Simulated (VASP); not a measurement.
Fe, 2 atoms in the cell. Symmetry: I4_1/amd, No. 141, tetragonal system. Conventional cell: a = 4.377 Å, b = 4.377 Å, c = 2.358 Å, α = 90.00°, β = 90.00°, γ = 90.00°. Fe (site symmetry -4m2) has 10 Fe at 2.27 to 2.81 Å within 3.0 Å.  This cell differs from its parent crystal: volume scaled by 0.88.

* Program: VASP 6.6.1
* Task: single point
* Functional: PBE
* Potentials or basis: VASP PAW PBE potentials, release 64 (Fe)
* Cutoff: 520 eV
* k mesh: 18 × 18 × 18
* Occupations: fermi-dirac, width 0.05 eV
* Spin: collinear spin, ferromagnetic start
* Starting moments: [2.5, 2.5] μB
* Dipole correction: no
* Further INCAR settings: ALGO = Normal; EDIFF = 1e-06; NBANDS = 19

Potentials or basis: VASP PAW PBE potentials, release 64 (Fe).

Launch:

```sh
$ cat potpaw_PBE.64/Fe/POTCAR > POTCAR
$ mpirun -np 1 vasp_std > vasp.out
```

Hardware: 1 thread of Intel(R) Xeon(R) Platinum 8488C (Sapphire Rapids), with other jobs on the host.

Question: How long does it take, and how much memory?

Answer: It took 6.4 min on 1 thread of Intel(R) Xeon(R) Platinum 8488C (Sapphire Rapids), with other jobs on the host, peak memory 0.4 GiB. Counts: scf iterations 13, k points 480.
